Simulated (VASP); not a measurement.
# SiC (Moissanite) (P6_3mc) in VASP: further runs, part 2 of 3

VASP 6.6.1.

### 3 Single point, PBEsol

This run uses another cell than the first one, of 9.93 Å³/atom, 1.021 times its volume.

Input file INCAR:

```
SYSTEM = SiC
ALGO = Normal ; EDIFF = 1E-6
ENCUT = 520 ; GGA = PS
ISIF = 2 ; ISMEAR = 0
LASPH = .True. ; LCHARG = .False.
LREAL = .False. ; LWAVE = .False.
NBANDS = 16 ; NELM = 60
PREC = Accurate ; SIGMA = 0.01
```

Input file KPOINTS:

```
k-points
0
Gamma
  12 12 4
  0 0 0
```

Input file POSCAR:

```
SiC
1.0
    3.0344273363      0.0000000000      0.0000000000
   -1.5172136681      2.6278911571      0.0000000000
    0.0000000000      0.0000000000      4.9797754205
Si C
2 2
Direct
    0.3333333333      0.6666666667      0.0000000000
    0.6666666667      0.3333333333      0.5000000000
    0.3333333333      0.6666666667      0.3850000000
    0.6666666667      0.3333333333      0.8850000000
```

Potentials or basis: VASP PAW PBE potentials, release 64 (Si, C).

Run with:

```console
> cat potpaw_PBE.64/Si/POTCAR potpaw_PBE.64/C/POTCAR > POTCAR
> mpirun -np 1 vasp_std > vasp.out
```

It took 40 s on 1 thread of Intel Xeon 8259CL, shared host; peak memory 0.17 GiB.

It converged, with:

| Property | Result |
| --- | --- |
| Free energy | -31.7306 eV |
| Pressure | 10.5 GPa |
| Largest force | 0.817 eV/Å |
| Band gap on the k mesh | 2.08 eV, indirect (least direct gap 4.04 eV) |

Forces in eV/Å, atoms in the order of the input:
```
Si   0.000  0.000  0.817
Si   0.000  0.000  0.817
C    0.000  0.000 -0.817
C    0.000  0.000 -0.817
```

Stress tensor (GPa, compression positive):
```
12.76  0.00  0.00
 0.00 12.76  0.00
 0.00  0.00  5.97
```

Levels at points of the mesh, in eV from the valence-band top:
```tsv
k point	band 4	band 5	band 6	band 7	band 8	band 9	band 10	band 11	band 12	band 13
(0.00, 0.00, 0.00)	-1.58	-1.58	-0.27	-0.27	0.00	4.93	6.39	6.68	6.68	7.86
(0.50, 0.00, 0.00)	-6.66	-5.62	-3.64	-3.43	-1.49	2.55	4.15	6.98	7.27	10.03
(0.00, 0.00, 0.50)	-4.56	-0.97	-0.97	-0.97	-0.97	6.01	6.01	7.32	7.32	7.32
(0.50, 0.00, 0.50)	-8.69	-2.75	-2.75	-2.39	-2.39	3.14	3.14	5.08	5.08	10.60
```

Caveat: the PAW data sets were made with another functional, which shifts forces and pressure a little. A k mesh can miss the band edges.

### 4 Single point, PBEsol

This run uses another cell than the first one, of 10.13 Å³/atom, 1.043 times its volume.

Input file INCAR:

```
SYSTEM = SiC
PREC     = Accurate       ! precision mode
ENCUT    = 520            ! plane-wave cutoff, eV
EDIFF    = 1E-6           ! SCF threshold, eV
ISMEAR   = 0              ! smearing method
SIGMA    = 0.01           ! smearing width, eV
LREAL    = .False.        ! projectors in reciprocal space
LASPH    = .True.         ! aspherical terms in the spheres
NELM     = 80             ! most SCF steps
ALGO     = Normal         ! electronic algorithm
ISIF     = 2              ! what is computed and relaxed
LWAVE    = .False.        ! write WAVECAR
LCHARG   = .False.        ! write CHGCAR
GGA      = PS             ! functional
NBANDS   = 16             ! bands
```

Input file KPOINTS:

```
regular mesh
0
Gamma
  12 12 4
  0 0 0
```

Input file POSCAR:

```
SiC
1.0
    3.0553550827      0.0000000000      0.0000000000
   -1.5276775413      2.6460151171      0.0000000000
    0.0000000000      0.0000000000      5.0141197845
Si C
2 2
Direct
    0.3333333333      0.6666666667      0.0000000000
    0.6666666667      0.3333333333      0.5000000000
    0.3333333333      0.6666666667      0.3850000000
    0.6666666667      0.3333333333      0.8850000000
```

Potentials or basis: VASP PAW PBE potentials, release 64 (Si, C).

Run with:

```console
> cat potpaw_PBE.64/Si/POTCAR potpaw_PBE.64/C/POTCAR > POTCAR
> mpirun -np 1 vasp_std > vasp.out
```

OUTCAR:

```text
SYSTEM = SiC
   PREC = Accurate
   ENCUT = 520
   EDIFF = 1E-6
   ISMEAR = 0
   LREAL = .False.
   LASPH = .True.
   NELM = 80
   ISIF = 2
   GGA = PS

 ion  position               nearest neighbor table
   1  0.333  0.667  0.000-   4 1.86   4 1.86   4 1.86   3 1.93   2 3.07   2 3.07   2 3.07   2 3.07
                             2 3.07   2 3.07
   2  0.667  0.333  0.500-   3 1.86   3 1.86   3 1.86   4 1.93   1 3.07   1 3.07   1 3.07   1 3.07
                             1 3.07   1 3.07
   3  0.333  0.667  0.385-   2 1.86   2 1.86   2 1.86   1 1.93
   4  0.667  0.333  0.885-   1 1.86   1 1.86   1 1.86   2 1.93

  LATTYP: Found a hexagonal cell.
 ALAT       =     3.0553550827
 C/A-ratio  =     1.6410923277

  Lattice vectors:

 A1 = (   3.0553550827,   0.0000000000,   0.0000000000)
 A2 = (  -1.5276775413,   2.6460151171,   0.0000000000)
 A3 = (   0.0000000000,   0.0000000000,   5.0141197845)

Analysis of symmetry for initial positions (statically):
=====================================================================
 Subroutine PRICEL returns:
 Original cell was already a primitive cell.

 Routine SETGRP: Setting up the symmetry group for a
 hexagonal supercell.

 Subroutine GETGRP returns: Found 12 space group operations
 (whereof  6 operations were pure point group operations)
 out of a pool of 24 trial point group operations.

The static configuration has the point symmetry C_3v.
 The point group associated with its full space group is C_6v.

Analysis of symmetry for dynamics (positions and initial velocities):
=====================================================================
 Subroutine PRICEL returns:
 Original cell was already a primitive cell.

 Routine SETGRP: Setting up the symmetry group for a
 hexagonal supercell.

 Subroutine GETGRP returns: Found 12 space group operations
 (whereof  6 operations were pure point group operations)
 out of a pool of 24 trial point group operations.

The dynamic configuration has the point symmetry C_3v.
 The point group associated with its full space group is C_6v.

 Subroutine INISYM returns: Found 12 space group operations
 (whereof  6 operations are pure point group operations),
 and found     1 'primitive' translations

----------------------------------------------------------------------------------------

                                     Primitive cell

  volume of cell :      40.5367

  direct lattice vectors                    reciprocal lattice vectors
     3.055355083  0.000000000  0.000000000     0.327294201  0.188963395  0.000000000
    -1.527677541  2.646015117  0.000000000     0.000000000  0.377926790  0.000000000
     0.000000000  0.000000000  5.014119785     0.000000000  0.000000000  0.199436799

  length of vectors
     3.055355083  3.055355081  5.014119785     0.377926790  0.377926790  0.199436799

  position of ions in fractional coordinates (direct lattice)
     0.333333333  0.666666667  0.000000000
     0.666666667  0.333333333  0.500000000
     0.333333333  0.666666667  0.385000000
     0.666666667  0.333333333  0.885000000

  ion indices of the primitive-cell ions
   primitive index   ion index
                 1           1
                 2           2
                 3           3
                 4           4

----------------------------------------------------------------------------------------

[... 23 lines left out ...]

 Following reciprocal coordinates:
            Coordinates               Weight
  0.000000  0.000000  0.000000      1.000000
  0.083333  0.000000  0.000000      6.000000
  0.166667  0.000000  0.000000      6.000000
  0.250000  0.000000  0.000000      6.000000
  0.333333 -0.000000  0.000000      6.000000
  0.416667  0.000000  0.000000      6.000000
[... 16 lines left out ...]
  0.250000  0.000000  0.250000     12.000000
  0.333333 -0.000000  0.250000     12.000000
 [... further k-points ...]
   k-points           NKPTS =     57   k-points in BZ     NKDIM =     57   number of bands    NBANDS=     16
   number of dos      NEDOS =    301   number of ions     NIONS =      4
   total plane-waves  NPLWV =  23040
   dimension x,y,z NGX =    24 NGY =   24 NGZ =   40
   dimension x,y,z NGXF=    48 NGYF=   48 NGZF=   80
   ions per type =               2   2
   NGX,Y,Z   is equivalent  to a cutoff of  13.06, 13.06, 13.26 a.u.
   NGXF,Y,Z  is equivalent  to a cutoff of  26.12, 26.12, 26.52 a.u.
 SYSTEM =  SiC
   PREC   = accura    normal or accurate (medium, high low for compatibility)
   ISTART =      0    job   : 0-new  1-cont  2-samecut
   ICHARG =      2    charge: 1-file 2-atom 10-const
   ISPIN  =      1    spin polarized calculation?
   LNONCOLLINEAR =      F non collinear calculations
   LSORBIT =      F    spin-orbit coupling
   LASPH  =      T    aspherical Exc in radial PAW
   ENCUT  =  520.0 eV  38.22 Ry    6.18 a.u.   5.68  5.68  9.32*2*pi/ulx,y,z
   NELM   =     80;   NELMIN=  2; NELMDL= -5     # of ELM steps
   EDIFF  = 0.1E-05   stopping-criterion for ELM
   LREAL  =      F    real-space projection
   EDIFFG = 0.1E-04   stopping-criterion for IOM
   NSW    =      0    number of steps for IOM
   IBRION =     -1    ionic relax: 0-MD 1-quasi-New 2-CG
   NFREE  =      0    steps in history (QN), initial steepest desc. (CG)
   ISIF   =      2    stress and relaxation
   ISYM   =      2    0-nonsym 1-usesym 2-fastsym
   POTIM  = 0.5000    time-step for ionic-motion
   TEBEG  =    0.0;   TEEND  =   0.0 temperature during run
   PSTRESS=    0.0 pullay stress
   NELECT =      16.0000    total number of electrons
   NUPDOWN=      -1.0000    fix difference up-down
   EMIN   =  10.00;   EMAX   =-10.00  energy-range for DOS
   EFERMI =   0.00;   METHOD = LEGACY
   ISMEAR =     0;   SIGMA  =   0.01  broadening in eV -4-tet -1-fermi 0-gaus
   EFERMI_NEDOS =   21; number of points for ismear=-14 and -15
   IALGO  =     38    algorithm
   IMIX   =      4    mixing-type and parameters
     AMIX     =   0.40;   BMIX     =  1.00
     AMIX_MAG =   1.60;   BMIX_MAG =  1.00
  volume/ion in A,a.u.               =      10.13        68.39
  Fermi-wavevector in a.u.,A,eV,Ry     =   1.200877  2.269329 19.621043  1.442106
  Thomas-Fermi vector in A             =   2.336701
   LORBIT       =      0    0 simple, 1 ext, 2 COOP (PROOUT), +10 PAW based schemes
   GGA     = PS    functional components
   LHFCALC =     F    Hartree Fock is set to
   AEXX    =    0.0000 exact exchange contribution
   IVDW    =     0    specifies the selected vdW correction
   LEPSILON=     F    determine dielectric tensor
   LRPA    =     F    only Hartree local field effects (RPA)
 non-spin polarized calculation
 Gauss-broadening in eV      SIGMA  =   0.01
  energy-cutoff  :      520.00
  volume of cell :       40.54
 maximum number of plane-waves:      1108
 NGX is ok and might be reduce to    24
   NGX = 11   NGY = 11   NGZ = 19

 number of electron      15.9999999 magnetization

 Free energy of the ion-electron system (eV)
  ---------------------------------------------------
  ext. energy  EPLUGINS =         0.00000000
  ---------------------------------------------------
  free energy    TOTEN  =       -31.77143042 eV

  energy without entropy =      -31.77143042  energy(sigma->0) =      -31.77143042

 E-fermi :   8.6402     XC(G=0): -11.5848

 val. band max:        8.5847938283   @ k =   0.0000   0.0000   0.0000
 cond. band min:      10.7083023016   @ k =   0.3333   0.3333   0.0000
 fundamental gap:      2.1235084733
 Fermi energy:         8.6401648300

 k-point     1 :       0.0000    0.0000    0.0000
  band No.  band energies     occupation
      1      -7.3183      2.00000
      2      -3.7007      2.00000
      3      -0.2933      2.00000
      4       7.0188      2.00000
      5       7.0188      2.00000
      6       8.3152      2.00000
[... 433 lines left out ...]
      3       1.1880      2.00000
      4       3.0614      2.00000
      5       3.4518      2.00000
      6       5.5851      2.00000
[... 8 lines left out ...]
     15      20.1026      0.00000
     16      20.3292      0.00000

 [... further k-points ...]
[... 5 lines left out ...]
  --------------------------------------------------------------------------------------
  -------------------------------------------------------------------------------------
  Total        1.8362381      1.8362380      0.3597672      0.0000000      0.0000000      0.0000000
  in kB       72.5756359     72.5756358     14.2194701      0.0000000      0.0000000      0.0000000
  external PRESSURE =      53.1235806 kB  Pullay stress =       0.0000000 kB

 VOLUME and BASIS-vectors are now :
 -----------------------------------------------------------------------------
  energy-cutoff  :      520.00
  volume of cell :       40.54
      direct lattice vectors                 reciprocal lattice vectors
     3.055355083  0.000000000  0.000000000     0.327294201  0.188963395  0.000000000
    -1.527677541  2.646015117  0.000000000     0.000000000  0.377926790  0.000000000
     0.000000000  0.000000000  5.014119785     0.000000000  0.000000000  0.199436799

 POSITION                                       TOTAL-FORCE (eV/Angst)
 -----------------------------------------------------------------------------------
     -0.00000      1.76401      0.00000         0.000000      0.000000      0.782287
      1.52768      0.88201      2.50706         0.000000     -0.000000      0.782287
     -0.00000      1.76401      1.93044        -0.000000      0.000000     -0.782287
      1.52768      0.88201      4.43750         0.000000     -0.000000     -0.782287
 -----------------------------------------------------------------------------------
    total drift:                                0.000000      0.000000     -0.000184

  FREE ENERGIE OF THE ION-ELECTRON SYSTEM (eV)
  ---------------------------------------------------
  free  energy   TOTEN  =       -31.7714304231 eV

  energy  without entropy=      -31.7714304231  energy(sigma->0) =      -31.77143042
```

Run time: 44 s. Hardware: 1 thread of Intel Xeon 8259CL, shared host; peak memory 0.17 GiB.

What came out:

- Free energy: -31.7714 eV
- Pressure: 5.3 GPa
- Largest force: 0.782 eV/Å
- Band gap on the k mesh: 2.12 eV, indirect (least direct gap 4.00 eV)

Forces in eV/Å, atoms in the order of the input:
```
Si   0.000  0.000  0.782
Si   0.000  0.000  0.782
C    0.000  0.000 -0.782
C    0.000  0.000 -0.782
```

Levels at points of the mesh, in eV from the valence-band top:
```tsv
k point	band 6	band 7	band 8	band 9	band 10	band 11
(0.00, 0.00, 0.00)	-0.27	-0.27	0.00	4.75	6.18	6.55
(0.50, 0.00, 0.00)	-3.60	-3.37	-1.49	2.51	4.12	6.82
(0.00, 0.00, 0.50)	-0.97	-0.97	-0.97	5.83	5.83	7.21
(0.50, 0.00, 0.50)	-2.73	-2.37	-2.37	3.10	3.10	4.99
```

Caveat: the PAW data sets were made with another functional, which shifts forces and pressure a little.

(Continued in part 3 of 3.)
